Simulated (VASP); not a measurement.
Here is a VASP 6.6.1 calculation.

Contents of INCAR:

```
SYSTEM = Mg
ALGO = Normal
EDIFF = 1E-6
ENCUT = 520
ISIF = 2
ISMEAR = -1
LASPH = .TRUE.
LCHARG = .TRUE.
LELF = .TRUE.
LREAL = .FALSE.
LVHAR = .TRUE.
LWAVE = .FALSE.
NBANDS = 9
NELM = 100
PREC = Accurate
SIGMA = 0.1
```

The input KPOINTS:

```
k-points
0
G
  3 3 2
  0 0 0
```

The input POSCAR:

```
Mg
1.0
    3.1325008903      0.0000000000      0.0000000000
   -1.5662504451      2.7128253484      0.0000000000
    0.0000000000      0.0000000000      5.0848940941
Mg
2
Direct
    0.3333333333      0.6666666667      0.2500000000
    0.6666666667      0.3333333333      0.7500000000
```

Potentials or basis: VASP PAW LDA potentials, release 64 (Mg).

The run is started by

```bash
$ cat potpaw_LDA.64/Mg/POTCAR > POTCAR
$ mpirun -np 1 vasp_std > vasp.out
```

**Question.** Estimate the pressure.

**Answer.** 0.5 GPa.

**Question.** Estimate the band gap on the k mesh.

**Answer.** Zero (band 2 reaches 3.12 eV, above the bottom of band 3 at 1.51 eV).

Stress tensor (GPa, compression positive):
```
 1.20  0.00  0.00
 0.00  1.20  0.00
 0.00  0.00 -0.92
```

Caveat: the k points lie up to 0.77 Å⁻¹ apart.
